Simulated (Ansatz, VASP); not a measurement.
## Ag: VASP beside Ansatz

INCAR

```
PREC = Accurate
ENCUT = 520
EDIFF = 1E-8
ISMEAR = -1
SIGMA = 0.08
LREAL = False
LASPH = True
NELM = 60
ALGO = Normal
ISIF = 2
LWAVE = False
LCHARG = False
GGA = CA
LEFG = True
NBANDS = 30
```

KPOINTS

```
regular mesh
0
Gamma
  14 14 4
```

File POSCAR:

```
Ag
1.0
    2.8861989086      0.0000000000      0.0000000000
   -1.4430994543      2.4995215753      0.0000000000
    0.0000000000      0.0000000000      9.9000000000
Ag
4
Direct
    0.3333333333      0.6666666667      0.2500000000
    0.6666666667      0.3333333333      0.7500000000
    0.0000000000      0.0000000000      0.0000000000
    0.0000000000      0.0000000000      0.5000000000
```

Input for Ansatz:

```yaml
crystal:
  lattice:
    - [2.8861989086, 0.0, 0.0]
    - [-1.4430994543, 2.4995215753, 0.0]
    - [0.0, 0.0, 9.9]
  atoms:
    - { symbol: Ag, position: [0.3333333333, 0.6666666667, 0.25] }
    - { symbol: Ag, position: [0.6666666667, 0.3333333333, 0.75] }
    - { symbol: Ag, position: [0.0, 0.0, 0.0] }
    - { symbol: Ag, position: [0.0, 0.0, 0.5] }
kpoints:
  mp_grid: { grid: [14, 14, 4] }
scf:
  occupations: { method: fermi_dirac, width: 0.08 }
hamiltonian:
  xc: lda
  pseudopotentials: { kind: all_electron, datasets: crystal }
output:
  forces: true
  stress: true
  eigenvalues: true
  efg: { contact_densities: true }
```

Change from the starting cell: zz strain of -1 %, crystal datasets.

Alike in both runs: task electric field gradients; functional LDA; k mesh 14 × 14 × 4; occupations fermi-dirac, width 0.08 eV; no spin polarisation.

|  | VASP | Ansatz |
| --- | --- | --- |
| version | VASP 6.6.1 | Ansatz 0.2.0 |
| potentials or method | VASP PAW LDA potentials, release 64 (Ag), cutoff 520 eV | all-electron PAW with datasets made for the crystal, scalar-relativistic |

Ansatz gave:

| Quantity | Value |
| --- | --- |
| pressure (GPa) | -10.6 |
| traceless stress, the component that is largest in VASP (GPa) | -2.21 |
| size of Vzz on the site where it differs most (V/Å²) | 3.9 |

What did VASP give for the same quantities?

Pressure (GPa): -10.5; traceless stress, the component that is largest in VASP (GPa): -2.24; size of Vzz on the site where it differs most (V/Å²): 8.7.

LDA's correlation is that of Perdew and Zunger in VASP and of Perdew and Wang (1992) in Ansatz. Ansatz ran all-electron here, and VASP with PAW potentials.
